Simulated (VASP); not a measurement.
# AlN (P6_3/mmc) in VASP: further runs

Runs on AlN. Level: PBE. Tasks: single point.

Program: VASP 6.6.1. These are calculated values, not measurements. Logs are shortened: lines on timing, memory, paths and dates and some standing lists are left out, and cuts for length are marked.

## Step 1: The cell of the first run

It takes space group P6_3/mmc (No. 194, hexagonal). The conventional cell has a = 3.403 Å, b = 3.403 Å, c = 3.970 Å, α = 90.00°, β = 90.00°, γ = 120.00°. Within 2.6 Å of Al (site symmetry -6m2) lie 5 N at 1.96 to 1.98 Å. N (site symmetry -6m2) has 5 Al at 1.96 to 1.98 Å within 2.6 Å.

## Step 2: Single point, PBE (volume 9.954 Å^3 an atom, c/a of the conventional cell 1.1664)

INCAR

```
SYSTEM = AlN
ALGO = Normal
EDIFF = 1E-7
ENCUT = 520
GGA = PE
ISIF = 2
ISMEAR = 0
LASPH = .True.
LCHARG = .False.
LREAL = .False.
LWAVE = .False.
NBANDS = 16
NELM = 100
PREC = Accurate
SIGMA = 0.05
```

KPOINTS

```
k-points
0
Gamma
  9 9 6
  0 0 0
```

POSCAR

```
AlN
1.0
    3.4032595149      0.0000000000      0.0000000000
   -1.7016297575      2.9473091955      0.0000000000
    0.0000000000      0.0000000000      3.9695618981
Al N
2 2
Direct
    0.3333333333      0.6666666667      0.7500000000
    0.6666666667      0.3333333333      0.2500000000
    0.3333333333      0.6666666667      0.2500000000
    0.6666666667      0.3333333333      0.7500000000
```

Potentials or basis: VASP PAW PBE potentials, release 64 (Al, N).

Launch:

```console
cat potpaw_PBE.64/Al/POTCAR potpaw_PBE.64/N/POTCAR > POTCAR
mpirun -np 1 vasp_std > vasp.out
```

OUTCAR:

```text
SYSTEM = AlN
   EDIFF = 1E-7
   ENCUT = 520
   GGA = PE
   ISIF = 2
   ISMEAR = 0
   LASPH = .True.
   LREAL = .False.
   NELM = 100
   PREC = Accurate

 ion  position               nearest neighbor table
   1  0.333  0.667  0.750-   4 1.96   4 1.96   4 1.96   3 1.98   3 1.98   2 2.79   2 2.79   2 2.79
                             2 2.79   2 2.79   2 2.79
   2  0.667  0.333  0.250-   3 1.96   3 1.96   3 1.96   4 1.98   4 1.98   1 2.79   1 2.79   1 2.79
                             1 2.79   1 2.79   1 2.79
   3  0.333  0.667  0.250-   2 1.96   2 1.96   2 1.96   1 1.98   1 1.98
   4  0.667  0.333  0.750-   1 1.96   1 1.96   1 1.96   2 1.98   2 1.98

  LATTYP: Found a hexagonal cell.
 ALAT       =     3.4032595149
 C/A-ratio  =     1.1664000000

  Lattice vectors:

 A1 = (   3.4032595149,   0.0000000000,   0.0000000000)
 A2 = (  -1.7016297575,   2.9473091955,   0.0000000000)
 A3 = (   0.0000000000,   0.0000000000,   3.9695618981)

Analysis of symmetry for initial positions (statically):
=====================================================================
 Subroutine PRICEL returns:
 Original cell was already a primitive cell.

 Routine SETGRP: Setting up the symmetry group for a
 hexagonal supercell.

 Subroutine GETGRP returns: Found 24 space group operations
 (whereof 12 operations were pure point group operations)
 out of a pool of 24 trial point group operations.

The static configuration has the point symmetry D_3d.
 The point group associated with its full space group is D_6h.

Analysis of symmetry for dynamics (positions and initial velocities):
=====================================================================
 Subroutine PRICEL returns:
 Original cell was already a primitive cell.

 Routine SETGRP: Setting up the symmetry group for a
 hexagonal supercell.

 Subroutine GETGRP returns: Found 24 space group operations
 (whereof 12 operations were pure point group operations)
 out of a pool of 24 trial point group operations.

The dynamic configuration has the point symmetry D_3d.
 The point group associated with its full space group is D_6h.

 Subroutine INISYM returns: Found 24 space group operations
 (whereof 12 operations are pure point group operations),
 and found     1 'primitive' translations

----------------------------------------------------------------------------------------

                                     Primitive cell

  volume of cell :      39.8165

  direct lattice vectors                    reciprocal lattice vectors
     3.403259515  0.000000000  0.000000000     0.293835952  0.169646266  0.000000000
    -1.701629757  2.947309195  0.000000000     0.000000000  0.339292532  0.000000000
     0.000000000  0.000000000  3.969561898     0.000000000  0.000000000  0.251916969

  length of vectors
     3.403259515  3.403259515  3.969561898     0.339292532  0.339292532  0.251916969

  position of ions in fractional coordinates (direct lattice)
     0.333333333  0.666666667  0.750000000
     0.666666667  0.333333333  0.250000000
     0.333333333  0.666666667  0.250000000
     0.666666667  0.333333333  0.750000000

  ion indices of the primitive-cell ions
   primitive index   ion index
                 1           1
                 2           2
                 3           3
                 4           4

----------------------------------------------------------------------------------------

 KPOINTS: k-points

Automatic generation of k-mesh.
 Grid dimensions read from file:
 generate k-points for:    9    9    6

 Generating k-lattice:

  Cartesian coordinates                     Fractional coordinates (reciprocal lattice)
     0.032648439  0.018849585  0.000000000     0.111111111 -0.000000000  0.000000000
     0.000000000  0.037699170  0.000000000     0.000000000  0.111111111  0.000000000
     0.000000000  0.000000000  0.041986161     0.000000000  0.000000000  0.166666667

  Length of vectors
     0.037699170  0.037699170  0.041986161

  Shift w.r.t. Gamma in fractional coordinates (k-lattice)
     0.000000000  0.000000000  0.000000000

 Subroutine IBZKPT returns following result:
 ===========================================

 Found     48 irreducible k-points:

 Following reciprocal coordinates:
            Coordinates               Weight
  0.000000  0.000000  0.000000      1.000000
  0.111111 -0.000000  0.000000      6.000000
  0.222222  0.000000  0.000000      6.000000
  0.333333  0.000000  0.000000      6.000000
  0.444444  0.000000  0.000000      6.000000
  0.111111  0.111111  0.000000      6.000000
[... 16 lines left out ...]
  0.333333  0.222222  0.166667     24.000000
  0.333333  0.333333  0.166667      4.000000
 [... further k-points ...]
   k-points           NKPTS =     48   k-points in BZ     NKDIM =     48   number of bands    NBANDS=     16
   number of dos      NEDOS =    301   number of ions     NIONS =      4
   total plane-waves  NPLWV =  23520
   dimension x,y,z NGX =    28 NGY =   28 NGZ =   30
   dimension x,y,z NGXF=    56 NGYF=   56 NGZF=   60
   ions per type =               2   2
   NGX,Y,Z   is equivalent  to a cutoff of  13.68, 13.68, 12.56 a.u.
   NGXF,Y,Z  is equivalent  to a cutoff of  27.36, 27.36, 25.13 a.u.
 SYSTEM =  AlN
   PREC   = accura    normal or accurate (medium, high low for compatibility)
   ISTART =      0    job   : 0-new  1-cont  2-samecut
   ICHARG =      2    charge: 1-file 2-atom 10-const
   ISPIN  =      1    spin polarized calculation?
   LNONCOLLINEAR =      F non collinear calculations
   LSORBIT =      F    spin-orbit coupling
   LASPH  =      T    aspherical Exc in radial PAW
   ENCUT  =  520.0 eV  38.22 Ry    6.18 a.u.   6.33  6.33  7.38*2*pi/ulx,y,z
   NELM   =    100;   NELMIN=  2; NELMDL= -5     # of ELM steps
   EDIFF  = 0.1E-06   stopping-criterion for ELM
   LREAL  =      F    real-space projection
   EDIFFG = 0.1E-05   stopping-criterion for IOM
   NSW    =      0    number of steps for IOM
   IBRION =     -1    ionic relax: 0-MD 1-quasi-New 2-CG
   NFREE  =      0    steps in history (QN), initial steepest desc. (CG)
   ISIF   =      2    stress and relaxation
   ISYM   =      2    0-nonsym 1-usesym 2-fastsym
   POTIM  = 0.5000    time-step for ionic-motion
   TEBEG  =    0.0;   TEEND  =   0.0 temperature during run
   PSTRESS=    0.0 pullay stress
   NELECT =      16.0000    total number of electrons
   NUPDOWN=      -1.0000    fix difference up-down
   EMIN   =  10.00;   EMAX   =-10.00  energy-range for DOS
   EFERMI =   0.00;   METHOD = LEGACY
   ISMEAR =     0;   SIGMA  =   0.05  broadening in eV -4-tet -1-fermi 0-gaus
   EFERMI_NEDOS =   21; number of points for ismear=-14 and -15
   IALGO  =     38    algorithm
   IMIX   =      4    mixing-type and parameters
     AMIX     =   0.40;   BMIX     =  1.00
     AMIX_MAG =   1.60;   BMIX_MAG =  1.00
  volume/ion in A,a.u.               =       9.95        67.17
  Fermi-wavevector in a.u.,A,eV,Ry     =   1.208074  2.282930 19.856940  1.459444
  Thomas-Fermi vector in A             =   2.343693
   LORBIT       =      0    0 simple, 1 ext, 2 COOP (PROOUT), +10 PAW based schemes
   GGA     = PE    functional components
   LHFCALC =     F    Hartree Fock is set to
   AEXX    =    0.0000 exact exchange contribution
   IVDW    =     0    specifies the selected vdW correction
   LEPSILON=     F    determine dielectric tensor
   LRPA    =     F    only Hartree local field effects (RPA)
 non-spin polarized calculation
 Gauss-broadening in eV      SIGMA  =   0.05
  energy-cutoff  :      520.00
  volume of cell :       39.82
 maximum number of plane-waves:      1095
 NGX is ok and might be reduce to    28
   NGX = 13   NGY = 13   NGZ = 15

 number of electron      15.9999996 magnetization

 Free energy of the ion-electron system (eV)
  ---------------------------------------------------
  ext. energy  EPLUGINS =         0.00000000
  ---------------------------------------------------
  free energy    TOTEN  =       -29.21479482 eV

  energy without entropy =      -29.21479482  energy(sigma->0) =      -29.21479482

 E-fermi :   7.7859     XC(G=0): -11.1379

 val. band max:        7.5337848643   @ k =   0.0000   0.0000   0.0000
 cond. band min:      11.0412198936   @ k =   0.0000   0.0000   0.0000
 fundamental gap:      3.5074350293
 Fermi energy:         7.7859348367

 k-point     1 :       0.0000    0.0000    0.0000
  band No.  band energies     occupation
      1      -8.9125      2.00000
      2      -4.9116      2.00000
      3       1.2209      2.00000
      4       4.3798      2.00000
      5       4.3798      2.00000
      6       6.4534      2.00000
[... 8 lines left out ...]
     15      19.5189      0.00000
     16      19.5189      0.00000

 k-point     2 :       0.1111   -0.0000    0.0000
  band No.  band energies     occupation
      1      -8.7811      2.00000
      2      -4.9470      2.00000
      3       1.3572      2.00000
      4       3.9657      2.00000
      5       4.1809      2.00000
      6       5.9948      2.00000
[... 8 lines left out ...]
     15      19.0191      0.00000
     16      19.5456      0.00000

 k-point     3 :       0.2222    0.0000    0.0000
  band No.  band energies     occupation
      1      -8.4037      2.00000
      2      -5.0881      2.00000
      3       1.7535      2.00000
      4       3.0586      2.00000
      5       3.7746      2.00000
      6       5.2043      2.00000
[... 8 lines left out ...]
     15      18.3623      0.00000
     16      20.3892      0.00000

 k-point     4 :       0.3333    0.0000    0.0000
  band No.  band energies     occupation
      1      -7.8418      2.00000
      2      -5.4012      2.00000
      3       2.2212      2.00000
      4       2.3596      2.00000
      5       3.4074      2.00000
      6       4.5701      2.00000
[... 8 lines left out ...]
     15      18.6406      0.00000
     16      21.4755      0.00000

 k-point     5 :       0.4444    0.0000    0.0000
  band No.  band energies     occupation
      1      -7.2760      2.00000
      2      -5.8220      2.00000
      3       1.7659      2.00000
      4       2.9928      2.00000
      5       3.2009      2.00000
      6       4.2272      2.00000
[... 8 lines left out ...]
     15      20.3094      0.00000
     16      21.9882      0.00000

 k-point     6 :       0.1111    0.1111    0.0000
  band No.  band energies     occupation
      1      -8.5264      2.00000
      2      -5.0350      2.00000
      3       1.6239      2.00000
      4       3.5222      2.00000
      5       3.5997      2.00000
      6       5.5623      2.00000
[... 8 lines left out ...]
     15      19.0031      0.00000
     16      20.1004      0.00000
[... 267 lines left out ...]
 k-point    21 :       0.4444    0.1111    0.1667
  band No.  band energies     occupation
      1      -6.9579      2.00000
      2      -5.9646      2.00000
      3       1.1660      2.00000
      4       2.8102      2.00000
      5       2.8152      2.00000
      6       4.3862      2.00000
[... 8 lines left out ...]
     15      19.9333      0.00000
     16      21.7119      0.00000

 k-point    22 :       0.2222    0.2222    0.1667
  band No.  band energies     occupation
      1      -7.3815      2.00000
      2      -5.6685      2.00000
      3       1.6422      2.00000
      4       2.0089      2.00000
      5       3.6482      2.00000
      6       4.3878      2.00000
[... 8 lines left out ...]
     15      19.7966      0.00000
     16      21.4291      0.00000

 k-point    23 :       0.3333    0.2222    0.1667
  band No.  band energies     occupation
      1      -6.8536      2.00000
      2      -6.0073      2.00000
      3       1.4063      2.00000
      4       2.1068      2.00000
      5       2.9139      2.00000
      6       4.8426      2.00000
[... 8 lines left out ...]
     15      19.8463      0.00000
     16      21.1568      0.00000

 k-point    24 :       0.3333    0.3333    0.1667
  band No.  band energies     occupation
      1      -6.3934      2.00000
      2      -6.3934      2.00000
      3       1.3594      2.00000
      4       2.3746      2.00000
      5       2.3746      2.00000
      6       5.4333      2.00000
[... 8 lines left out ...]
     15      19.4475      0.00000
     16      21.3366      0.00000

 [... further k-points ...]

------------------------ aborting loop because EDIFF is reached ----------------------------------------

  FORCE on cell =-STRESS in cart. coord.  units (eV):
  Direction    XX          YY          ZZ          XY          YZ          ZX
  --------------------------------------------------------------------------------------
  -------------------------------------------------------------------------------------
  Total       -1.3485410     -1.3485410      2.6747146      0.0000000      0.0000000      0.0000000
  in kB      -54.2639489    -54.2639489    107.6278556      0.0000000      0.0000000      0.0000000
  external PRESSURE =      -0.3000140 kB  Pullay stress =       0.0000000 kB

 VOLUME and BASIS-vectors are now :
 -----------------------------------------------------------------------------
  energy-cutoff  :      520.00
  volume of cell :       39.82
      direct lattice vectors                 reciprocal lattice vectors
     3.403259515  0.000000000  0.000000000     0.293835952  0.169646266  0.000000000
    -1.701629757  2.947309195  0.000000000     0.000000000  0.339292532  0.000000000
     0.000000000  0.000000000  3.969561898     0.000000000  0.000000000  0.251916969

 POSITION                                       TOTAL-FORCE (eV/Angst)
 -----------------------------------------------------------------------------------
     -0.00000      1.96487      2.97717        -0.000000      0.000000      0.000000
      1.70163      0.98244      0.99239        -0.000000     -0.000000      0.000000
     -0.00000      1.96487      0.99239        -0.000000     -0.000000      0.000000
      1.70163      0.98244      2.97717         0.000000     -0.000000      0.000000
 -----------------------------------------------------------------------------------
    total drift:                                0.000000     -0.000000      0.000000

  FREE ENERGIE OF THE ION-ELECTRON SYSTEM (eV)
  ---------------------------------------------------
  free  energy   TOTEN  =       -29.2147948238 eV

  energy  without entropy=      -29.2147948238  energy(sigma->0) =      -29.21479482
```

Run time: 33 s. Hardware: 1 thread of Intel Xeon Platinum 8488C (Sapphire Rapids), shared host; peak memory 0.16 GiB.

Results:

```yaml
Free_energy: -29.2148 eV
Pressure: 0.0 GPa
Band_gap_on_the_k_mesh: 3.51 eV, direct
```

Stress tensor (GPa, compression positive):
```
-5.43  0.00  0.00
 0.00 -5.43  0.00
 0.00  0.00 10.76
```

Levels at points of the mesh, in eV from the valence-band top:
| k point | band 6 | band 7 | band 8 | band 9 | band 10 | band 11 |
| --- | --- | --- | --- | --- | --- | --- |
| (0.00, 0.00, 0.00) | -1.08 | -1.08 | 0.00 | 3.51 | 4.54 | 8.22 |
| (0.00, 0.00, 0.50) | -2.16 | -2.16 | -2.16 | 5.97 | 5.97 | 8.26 |

## Step 3: Single point, PBE (volume 9.954 Å^3 an atom, c/a of the conventional cell 1.2980)

INCAR

```
ALGO = Normal ; EDIFF = 1E-7
ENCUT = 520 ; GGA = PE
ISIF = 2 ; ISMEAR = 0
LASPH = T ; LCHARG = T
LELF = T ; LREAL = F
LVHAR = T ; LWAVE = F
NBANDS = 16 ; NELM = 60
PREC = Accurate ; SIGMA = 0.05
```

KPOINTS

```
k-points
0
Gamma
  9 9 6
```

POSCAR

```
AlN
1.0
    3.2841224395      0.0000000000      0.0000000000
   -1.6420612198      2.8441334618      0.0000000000
    0.0000000000      0.0000000000      4.2627909265
Al N
2 2
Direct
    0.3333333333      0.6666666667      0.7500000000
    0.6666666667      0.3333333333      0.2500000000
    0.3333333333      0.6666666667      0.2500000000
    0.6666666667      0.3333333333      0.7500000000
```

Potentials or basis: VASP PAW PBE potentials, release 64 (Al, N).

Launch:

```console
cat potpaw_PBE.64/Al/POTCAR potpaw_PBE.64/N/POTCAR > POTCAR
mpirun -np 1 vasp_std > vasp.out
```

Wall time 24 s (1 thread of Intel Xeon Platinum 8488C (Sapphire Rapids), shared host); peak memory 0.15 GiB.

It converged, with:

```
Free energy            : -29.3090 eV
Pressure               : 0.8 GPa
Band gap on the k mesh : 3.19 eV, direct
```

Stress tensor (GPa, compression positive):
```
 2.33  0.00  0.00
 0.00  2.33  0.00
 0.00  0.00 -2.27
```

Levels at points of the mesh, in eV from the valence-band top:
```csv
k point,band 6,band 7,band 8,band 9,band 10,band 11
"(0.00, 0.00, 0.00)",-1.75,-1.75,0.00,3.19,4.43,8.30
"(0.00, 0.00, 0.50)",-2.55,-2.55,-2.55,5.59,5.59,8.52
```
